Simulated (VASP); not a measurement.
Wanted: the native input for a VASP 6.6.1 run.

```yaml
Task: single point
Functional: PBEsol
Potentials_or_basis: VASP PAW PBE potentials, release 64 (Au)
Cutoff: 500 eV
k_mesh: 14 × 14 × 4
Occupations: fermi-dirac, width 0.08 eV
Spin: no spin polarisation
Dipole_correction: no
Further_INCAR_settings: ALGO = Normal; EDIFF = 1e-06; NBANDS = 30
```

The structure of Au lies in POSCAR:

```
Au
1.0
    2.5520812118      0.0000000000      0.0000000000
   -1.2760406059      2.2101671620      0.0000000000
    0.0000000000      0.0000000000      8.4341092705
Au
4
Direct
    0.0000000000      0.0000000000      0.0000000000
    0.0000000000      0.0000000000      0.5000000000
    0.3333333333      0.6666666667      0.2500000000
    0.6666666667      0.3333333333      0.7500000000
```

This isn't the form of Au at room conditions, which is fcc.

One way to write it, as run:

INCAR

```
PREC     = Accurate       # precision mode
ENCUT    = 500            # plane-wave cutoff, eV
EDIFF    = 1E-6           # SCF threshold, eV
ISMEAR   = -1             # smearing method
SIGMA    = 0.08           # smearing width, eV
LREAL    = F              # projectors in reciprocal space
LASPH    = T              # aspherical terms in the spheres
NELM     = 120            # most SCF steps
ALGO     = Normal         # electronic algorithm
ISIF     = 2              # what is computed and relaxed
LWAVE    = F              # write WAVECAR
LCHARG   = T              # write CHGCAR
GGA      = PS             # functional
LELF     = T              # ELF
LVHAR    = T            
NBANDS   = 30             # bands
GGA_COMPAT= F
```

KPOINTS

```
Automatic mesh
0
Gamma
  14 14 4
```

Potentials or basis: VASP PAW PBE potentials, release 64 (Au).

Command:

```bash
$ cat potpaw_PBE.64/Au/POTCAR > POTCAR
$ mpirun -np 1 vasp_std > vasp.out
```

It gave:

```
Pressure               : 170.6 GPa
Band gap on the k mesh : zero (bands 22 and 23 overlap by 6.58 eV)
```

Caveat: the cell stands under pressure; the PAW data sets were made with another functional, which shifts forces and pressure a little; spin-orbit coupling is left out, which moves the levels of the heavy elements.

It took 35 s on 1 thread of Intel(R) Xeon(R) 6975P-C (Granite Rapids), on a shared host, peak memory 0.21 GiB.
